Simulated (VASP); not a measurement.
# Al9H in VASP: notebook

Runs on Al9H. Level: PBE. Tasks: single point.

Program: VASP 6.6.1. These are calculated values, not measurements. Logs are shortened: lines on timing, memory, paths and dates and some standing lists are left out, and cuts for length are marked.

## (1) The cell of the first run

The cell holds a slab with vacuum, 20 atoms: a = 5.707 Å, b = 9.806 Å, c = 22.790 Å, α = 90.00°, β = 90.00°, γ = 98.37°.

## (2) Single point, PBE

Contents of INCAR:

```
SYSTEM = Al9H
ALGO = Normal
DIPOL = 0.5 0.5 0.300
EDIFF = 1E-6
ENCUT = 520
GGA = PE
IDIPOL = 3
ISIF = 2
ISMEAR = 0
LASPH = .TRUE.
LCHARG = .FALSE.
LDIPOL = .TRUE.
LREAL = Auto
LWAVE = .FALSE.
NBANDS = 44
NELM = 100
PREC = Accurate
SIGMA = 0.1
```

Contents of KPOINTS:

```
k-points
0
G
  5 3 1
  0 0 0
```

Contents of POSCAR:

```
Al9H
1.0
    5.7070863106      0.0000000000      0.0000000000
   -1.4267715776      9.7014842380      0.0000000000
    0.0000000000      0.0000000000     22.7903703519
Al H
18 2
Direct
    0.2662216041      0.0648864163      0.1755127248
    0.7662216041      0.0648864163      0.1755127248
    0.3354806058      0.3419224231      0.2192029854
    0.8354806058      0.3419224231      0.2192029854
    0.1493324061      0.5973296244      0.2279410375
    0.6493324061      0.5973296244      0.2279410375
    0.4631842064      0.8527368258      0.2366790896
    0.9631842065      0.8527368258      0.2366790896
    0.0319772093      0.1277109169      0.2808262502
    0.5319772093      0.1277109169      0.2808262502
    0.0997917601      0.4042231294      0.3301071124
    0.5997917601      0.4042231294      0.3301071124
    0.4144000537      0.6596656514      0.3369822081
    0.9144000537      0.6596656514      0.3369822081
    0.2263076916      0.9110819252      0.3449259130
    0.7263076916      0.9110819252      0.3449259130
    0.2962427243      0.1814072004      0.3857054631
    0.7962427243      0.1814072004      0.3857054631
    0.6062643800      0.3303515454      0.4616147166
    0.6062643800      0.5189126719      0.4616147166
```

Potentials or basis: VASP PAW PBE potentials, release 64 (Al, H).

Command:

```sh
> cat potpaw_PBE.64/Al/POTCAR potpaw_PBE.64/H/POTCAR > POTCAR
> mpirun -np 1 vasp_std > vasp.out
```

OUTCAR:

```text
SYSTEM = Al9H
   EDIFF = 1E-6
   ENCUT = 520
   GGA = PE
   ISIF = 2
   ISMEAR = 0
   LASPH = .TRUE.
   LREAL = Auto
   NELM = 100
   PREC = Accurate

 ion  position               nearest neighbor table
   1  0.266  0.065  0.176-   2 2.85   2 2.85   9 2.86  10 2.86   7 2.87   8 2.87   3 2.87
   2  0.766  0.065  0.176-   1 2.85   1 2.85  10 2.86   9 2.86   8 2.87   7 2.87   4 2.87
   3  0.335  0.342  0.219-   4 2.85   4 2.85   6 2.87   5 2.87   1 2.87   9 2.89  10 2.89  12 2.96
                            11 2.97
   4  0.835  0.342  0.219-   3 2.85   3 2.85   5 2.87   6 2.87   2 2.87  10 2.89   9 2.89  11 2.96
                            12 2.97
   5  0.149  0.597  0.228-   6 2.85   6 2.85   4 2.87   3 2.87   8 2.87   7 2.87  13 2.93  14 2.93
                            11 2.99
   6  0.649  0.597  0.228-   5 2.85   5 2.85   3 2.87   4 2.87   7 2.87   8 2.87  14 2.93  13 2.93
                            12 2.99
   7  0.463  0.853  0.237-  10 2.85   8 2.85   8 2.85   1 2.87   2 2.87   5 2.87   6 2.87  16 2.90
                            15 2.91  13 2.96
   8  0.963  0.853  0.237-   9 2.85   7 2.85   7 2.85   1 2.87   2 2.87   5 2.87   6 2.87  15 2.90
                            16 2.91  14 2.96
   9  0.032  0.128  0.281-  18 2.83  17 2.83   8 2.85  10 2.85  10 2.85   1 2.86   2 2.86   3 2.89
                             4 2.89  11 2.91  15 2.93  16 2.93
  10  0.532  0.128  0.281-  17 2.83  18 2.83   7 2.85   9 2.85   9 2.85   2 2.86   1 2.86   4 2.89
                             3 2.89  12 2.91  16 2.93  15 2.93
  11  0.100  0.404  0.330-  12 2.85  12 2.85  14 2.86  13 2.87  18 2.88  17 2.89   9 2.91   4 2.96
                             3 2.97   5 2.99
  12  0.600  0.404  0.330-  11 2.85  11 2.85  13 2.86  14 2.87  17 2.88  18 2.89  10 2.91   3 2.96
                             4 2.97   6 2.99
  13  0.414  0.660  0.337-  16 2.83  15 2.83  14 2.85  14 2.85  12 2.86  11 2.87   5 2.93   6 2.93
                             7 2.96
  14  0.914  0.660  0.337-  15 2.83  16 2.83  13 2.85  13 2.85  11 2.86  12 2.87   6 2.93   5 2.93
                             8 2.96
  15  0.226  0.911  0.345-  17 2.78  14 2.83  13 2.83  16 2.85  16 2.85   8 2.90   7 2.91   9 2.93
                            10 2.93
  16  0.726  0.911  0.345-  18 2.78  13 2.83  14 2.83  15 2.85  15 2.85   7 2.90   8 2.91  10 2.93
                             9 2.93
  17  0.296  0.181  0.386-  15 2.78  10 2.83   9 2.83  18 2.85  18 2.85  12 2.88  11 2.89
  18  0.796  0.181  0.386-  16 2.78   9 2.83  10 2.83  17 2.85  17 2.85  11 2.88  12 2.89
  19  0.606  0.330  0.462-
  20  0.606  0.519  0.462-

  LATTYP: Found a simple monoclinic cell.
 ALAT       =     5.7070863106
 B/A-ratio  =     3.9933460108
 C/A-ratio  =     1.7181865166
 COS(beta)  =    -0.1455022476

  Lattice vectors:

 A1 = (   5.7070863106,   0.0000000000,   0.0000000000)
 A2 = (   0.0000000000,   0.0000000000, -22.7903703519)
 A3 = (  -1.4267715776,   9.7014842380,   0.0000000000)

Analysis of symmetry for initial positions (statically):
=====================================================================
 Subroutine PRICEL returns:
 Original cell was already a primitive cell.

 Routine SETGRP: Setting up the symmetry group for a
 simple monoclinic supercell.

 Subroutine GETGRP returns: Found  1 space group operations
 (whereof  1 operations were pure point group operations)
 out of a pool of  4 trial point group operations.

The static configuration has the point symmetry C_1 .

Analysis of symmetry for dynamics (positions and initial velocities):
=====================================================================
 Subroutine PRICEL returns:
 Original cell was already a primitive cell.

 Routine SETGRP: Setting up the symmetry group for a
 simple monoclinic supercell.

 Subroutine GETGRP returns: Found  1 space group operations
 (whereof  1 operations were pure point group operations)
 out of a pool of  4 trial point group operations.

The dynamic configuration has the point symmetry C_1 .

 Subroutine INISYM returns: Found  1 space group operations
 (whereof  1 operations are pure point group operations),
 and found     1 'primitive' translations

----------------------------------------------------------------------------------------

                                     Primitive cell

  volume of cell :    1261.8392

  direct lattice vectors                    reciprocal lattice vectors
     5.707086311  0.000000000  0.000000000     0.175220760  0.025769253  0.000000000
[... 54 lines left out ...]

Automatic generation of k-mesh.
 Grid dimensions read from file:
 generate k-points for:    5    3    1

 Generating k-lattice:

  Cartesian coordinates                     Fractional coordinates (reciprocal lattice)
     0.035044152  0.005153851  0.000000000     0.200000000 -0.000000000  0.000000000
     0.000000000  0.034359004  0.000000000     0.000000000  0.333333333  0.000000000
     0.000000000  0.000000000  0.043878181     0.000000000  0.000000000  1.000000000

  Length of vectors
     0.035421106  0.034359004  0.043878181

  Shift w.r.t. Gamma in fractional coordinates (k-lattice)
     0.000000000  0.000000000  0.000000000

 Subroutine IBZKPT returns following result:
 ===========================================

 Found      8 irreducible k-points:

 Following reciprocal coordinates:
            Coordinates               Weight
  0.000000  0.000000  0.000000      1.000000
  0.200000 -0.000000  0.000000      2.000000
  0.400000 -0.000000  0.000000      2.000000
  0.000000  0.333333  0.000000      2.000000
  0.200000  0.333333  0.000000      2.000000
  0.400000  0.333333  0.000000      2.000000
 -0.400000  0.333333  0.000000      2.000000
 -0.200000  0.333333  0.000000      2.000000
   k-points           NKPTS =      8   k-points in BZ     NKDIM =      8   number of bands    NBANDS=     44
   number of dos      NEDOS =    301   number of ions     NIONS =     20
   total plane-waves  NPLWV = 604800
   dimension x,y,z NGX =    42 NGY =   80 NGZ =  180
   dimension x,y,z NGXF=    84 NGYF=  160 NGZF=  360
   ions per type =              18   2
   NGX,Y,Z   is equivalent  to a cutoff of  12.23, 13.56, 13.13 a.u.
   NGXF,Y,Z  is equivalent  to a cutoff of  24.47, 27.13, 26.26 a.u.
 SYSTEM =  Al9H
   PREC   = accura    normal or accurate (medium, high low for compatibility)
   ISTART =      0    job   : 0-new  1-cont  2-samecut
   ICHARG =      2    charge: 1-file 2-atom 10-const
   ISPIN  =      1    spin polarized calculation?
   LNONCOLLINEAR =      F non collinear calculations
   LSORBIT =      F    spin-orbit coupling
   LASPH  =      T    aspherical Exc in radial PAW
   ENCUT  =  520.0 eV  38.22 Ry    6.18 a.u.  10.61 18.23 42.37*2*pi/ulx,y,z
   NELM   =    100;   NELMIN=  2; NELMDL= -5     # of ELM steps
   EDIFF  = 0.1E-05   stopping-criterion for ELM
   LREAL  =      T    real-space projection
   EDIFFG = 0.1E-04   stopping-criterion for IOM
   NSW    =      0    number of steps for IOM
[... 5 lines left out ...]
   TEBEG  =    0.0;   TEEND  =   0.0 temperature during run
   PSTRESS=    0.0 pullay stress
   NELECT =      56.0000    total number of electrons
   NUPDOWN=      -1.0000    fix difference up-down
   EMIN   =  10.00;   EMAX   =-10.00  energy-range for DOS
   EFERMI =   0.00;   METHOD = LEGACY
   ISMEAR =     0;   SIGMA  =   0.10  broadening in eV -4-tet -1-fermi 0-gaus
   EFERMI_NEDOS =   21; number of points for ismear=-14 and -15
   IALGO  =     38    algorithm
   IMIX   =      4    mixing-type and parameters
     AMIX     =   0.40;   BMIX     =  1.00
     AMIX_MAG =   1.60;   BMIX_MAG =  1.00
  volume/ion in A,a.u.               =      63.09       425.77
  Fermi-wavevector in a.u.,A,eV,Ry     =   0.579610  1.095305  4.570853  0.335948
  Thomas-Fermi vector in A             =   1.623387
   LORBIT       =      0    0 simple, 1 ext, 2 COOP (PROOUT), +10 PAW based schemes
   GGA     = PE    functional components
   LHFCALC =     F    Hartree Fock is set to
   AEXX    =    0.0000 exact exchange contribution
   IVDW    =     0    specifies the selected vdW correction
   LEPSILON=     F    determine dielectric tensor
   LRPA    =     F    only Hartree local field effects (RPA)
 non-spin polarized calculation
 Gauss-broadening in eV      SIGMA  =   0.10
  energy-cutoff  :      520.00
  volume of cell :     1261.84
 maximum number of plane-waves:     34010
   NGX = 21   NGY = 37   NGZ = 85

 number of electron      55.9999999 magnetization

 dipolmoment           0.000000      0.000000      0.242458 electrons x Angstroem

 Free energy of the ion-electron system (eV)
  ---------------------------------------------------
  ext. energy  EPLUGINS =         0.00000000
  ---------------------------------------------------
  free energy    TOTEN  =       -64.76855508 eV

  energy without entropy =      -64.71315609  energy(sigma->0) =      -64.74085559

 E-fermi :  -1.4773     XC(G=0):  -3.4240

 val. band max:       -1.5028263419   @ k =   0.0000   0.3333   0.0000
 cond. band min:      -1.4718767983   @ k =   0.2000  -0.0000   0.0000
 fundamental gap:      0.0309495436
 Fermi energy:        -1.4772525454

 k-point     1 :       0.0000    0.0000    0.0000
  band No.  band energies     occupation
      1     -11.5489      2.00000
      2     -10.0145      2.00000
      3      -9.9019      2.00000
      4      -9.2701      2.00000
      5      -7.4487      2.00000
      6      -7.4465      2.00000
[... 333 lines left out ...]
     39       0.6304      0.00000
     40       0.7759      0.00000
 [bands above 40 left out]

------------------------ aborting loop because EDIFF is reached ----------------------------------------

 vacuum level on the upper side and lower side of the slab       (xc-potential included)         0.288        -0.488

  FORCE on cell =-STRESS in cart. coord.  units (eV):
  Direction    XX          YY          ZZ          XY          YZ          ZX
  --------------------------------------------------------------------------------------
  -------------------------------------------------------------------------------------
  Total      -12.6256639    -16.3921407     -2.1302509      0.8295528     -1.1118649      0.1367894
  in kB      -16.0310068    -20.8133626     -2.7048135      1.0532965     -1.4117526      0.1736837
  external PRESSURE =     -13.1830610 kB  Pullay stress =       0.0000000 kB

 VOLUME and BASIS-vectors are now :
 -----------------------------------------------------------------------------
  energy-cutoff  :      520.00
  volume of cell :     1261.84
      direct lattice vectors                 reciprocal lattice vectors
     5.707086311  0.000000000  0.000000000     0.175220760  0.025769253  0.000000000
    -1.426771578  9.701484238  0.000000000     0.000000000  0.103077011  0.000000000
     0.000000000  0.000000000 22.790370352     0.000000000  0.000000000  0.043878181

 POSITION                                       TOTAL-FORCE (eV/Angst)
 -----------------------------------------------------------------------------------
      1.42677      0.62949      4.00000        -0.101721      0.121245      0.004906
      4.28031      0.62949      4.00000         0.099661      0.172137      0.000712
      1.42677      3.31715      4.99572         0.034221      0.030241      0.062024
      4.28031      3.31715      4.99572        -0.022065      0.023318      0.012033
      0.00000      5.79498      5.19486        -0.003155     -0.103225      0.051322
      2.85354      5.79498      5.19486        -0.004928     -0.147118      0.058030
[... 12 lines left out ...]
      2.98867      3.20490     10.52037        -0.197514      1.206736     -0.641946
      2.71963      5.03422     10.52037         0.260511     -1.637257     -0.321582
 -----------------------------------------------------------------------------------
    total drift:                               -0.008123     -0.032045     -0.007355

  FREE ENERGIE OF THE ION-ELECTRON SYSTEM (eV)
  ---------------------------------------------------
  free  energy   TOTEN  =       -64.7685550781 eV

  energy  without entropy=      -64.7131560948  energy(sigma->0) =      -64.74085559

 vacuum level on the upper side and lower side of the slab         3.423         2.630
```

Wall time 11 min (1 thread of Intel Xeon 6975P-C (Granite Rapids), shared host); peak memory 1.2 GiB.

Results:

* Free energy: -64.7686 eV
* Largest force: 1.689 eV/Å
* Band gap on the k mesh: zero (bands 28 and 29 overlap by 0.72 eV)

Forces in eV/Å, atoms in the order of the input:
```
Al  -0.102  0.121  0.005
Al   0.100  0.172  0.001
Al   0.034  0.030  0.062
Al  -0.022  0.023  0.012
Al  -0.003 -0.103  0.051
Al  -0.005 -0.147  0.058
Al  -0.030 -0.066 -0.101
Al   0.022 -0.054 -0.118
Al   0.006 -0.020 -0.069
Al  -0.019  0.085  0.061
Al   0.021 -0.039  0.018
Al  -0.008  0.034  0.127
Al   0.022 -0.089  0.137
Al  -0.023 -0.071  0.081
Al  -0.003  0.033  0.008
Al   0.006  0.046  0.039
Al   0.050  0.189  0.219
Al  -0.109  0.287  0.372
H   -0.198  1.207 -0.642
H    0.261 -1.637 -0.322
```

## (3) Single point, PBE

Contents of INCAR:

```
ALGO = Normal
DIPOL = 0.5 0.5 0.308
EDIFF = 1E-6
ENCUT = 520
GGA = PE
IDIPOL = 3
ISIF = 2
ISMEAR = 0
LASPH = True
LCHARG = False
LDIPOL = True
LREAL = Auto
LWAVE = False
NBANDS = 44
NELM = 60
PREC = Accurate
SIGMA = 0.1
```

Contents of KPOINTS:

```
k-points
0
Gamma
  5 3 1
```

POSCAR, as its differences from that of step 2:

```diff
@@ -26,3 +26,3 @@
     0.7962427243      0.1814072004      0.3857054631
-    0.6062643800      0.3303515454      0.4616147166
-    0.6062643800      0.5189126719      0.4616147166
+    0.6062643800      0.3863895871      0.5436669155
+    0.6062643800      0.4628746302      0.5436669155
```

Potentials or basis: VASP PAW PBE potentials, release 64 (Al, H).

Command:

```sh
> cat potpaw_PBE.64/Al/POTCAR potpaw_PBE.64/H/POTCAR > POTCAR
> mpirun -np 1 vasp_std > vasp.out
```

OUTCAR:

```text
EDIFF = 1E-6
   ENCUT = 520
   GGA = PE
   ISIF = 2
   ISMEAR = 0
   LASPH = True
   LREAL = Auto
   NELM = 60
   PREC = Accurate

 ion  position               nearest neighbor table
   1  0.266  0.065  0.176-   2 2.85   2 2.85   9 2.86  10 2.86   7 2.87   8 2.87   3 2.87
   2  0.766  0.065  0.176-   1 2.85   1 2.85  10 2.86   9 2.86   8 2.87   7 2.87   4 2.87
   3  0.335  0.342  0.219-   4 2.85   4 2.85   6 2.87   5 2.87   1 2.87   9 2.89  10 2.89  12 2.96
                            11 2.97
   4  0.835  0.342  0.219-   3 2.85   3 2.85   5 2.87   6 2.87   2 2.87  10 2.89   9 2.89  11 2.96
                            12 2.97
   5  0.149  0.597  0.228-   6 2.85   6 2.85   4 2.87   3 2.87   8 2.87   7 2.87  13 2.93  14 2.93
                            11 2.99
   6  0.649  0.597  0.228-   5 2.85   5 2.85   3 2.87   4 2.87   7 2.87   8 2.87  14 2.93  13 2.93
[... 598 lines left out ...]
 -----------------------------------------------------------------------------
  energy-cutoff  :      520.00
  volume of cell :     1261.84
      direct lattice vectors                 reciprocal lattice vectors
     5.707086311  0.000000000  0.000000000     0.175220760  0.025769253  0.000000000
    -1.426771578  9.701484238  0.000000000     0.000000000  0.103077011  0.000000000
     0.000000000  0.000000000 22.790370352     0.000000000  0.000000000  0.043878181

 POSITION                                       TOTAL-FORCE (eV/Angst)
 -----------------------------------------------------------------------------------
      1.42677      0.62949      4.00000        -0.006056      0.155069      0.033297
      4.28031      0.62949      4.00000        -0.006389      0.155101      0.033301
      1.42677      3.31715      4.99572         0.006164      0.034726      0.062498
      4.28031      3.31715      4.99572         0.005307      0.034815      0.062170
      0.00000      5.79498      5.19486        -0.001094     -0.073776      0.030066
      2.85354      5.79498      5.19486        -0.001345     -0.074132      0.029914
[... 12 lines left out ...]
      2.90871      3.74855     12.39037         0.001469     -0.007282     -0.005393
      2.79959      4.49057     12.39037        -0.000825      0.009603     -0.000148
 -----------------------------------------------------------------------------------
    total drift:                               -0.007996     -0.032268     -0.007090

  FREE ENERGIE OF THE ION-ELECTRON SYSTEM (eV)
  ---------------------------------------------------
  free  energy   TOTEN  =       -68.0337600808 eV

  energy  without entropy=      -67.9875707398  energy(sigma->0) =      -68.01066541

 vacuum level on the upper side and lower side of the slab         2.929         2.937
```

Wall time 30 min (1 thread of Intel Xeon 8259CL, shared host); peak memory 1.2 GiB.

Results:

| Quantity | Value |
| --- | --- |
| Free energy | -68.0338 eV |
| Largest force | 0.159 eV/Å |
| Band gap on the k mesh | zero (bands 28 and 29 overlap by 0.73 eV) |

Forces on the atoms (eV/Å):
```
Al  -0.006  0.155  0.033
Al  -0.006  0.155  0.033
Al   0.006  0.035  0.062
Al   0.005  0.035  0.062
Al  -0.001 -0.074  0.030
Al  -0.001 -0.074  0.030
Al   0.002 -0.100 -0.119
Al   0.002 -0.100 -0.119
Al   0.000  0.008 -0.002
Al   0.000  0.008 -0.003
Al   0.004 -0.012  0.000
Al   0.003 -0.012  0.000
Al  -0.004 -0.009 -0.004
Al  -0.004 -0.009 -0.004
Al  -0.003  0.000  0.001
Al  -0.003  0.000  0.001
Al   0.003 -0.004  0.002
Al   0.002 -0.005  0.001
H    0.001 -0.007 -0.005
H   -0.001  0.010  0.000
```

(Part 1 of 3 ends here.)

The gap in the log of VASP goes by the Fermi energy; the results here count the filled bands.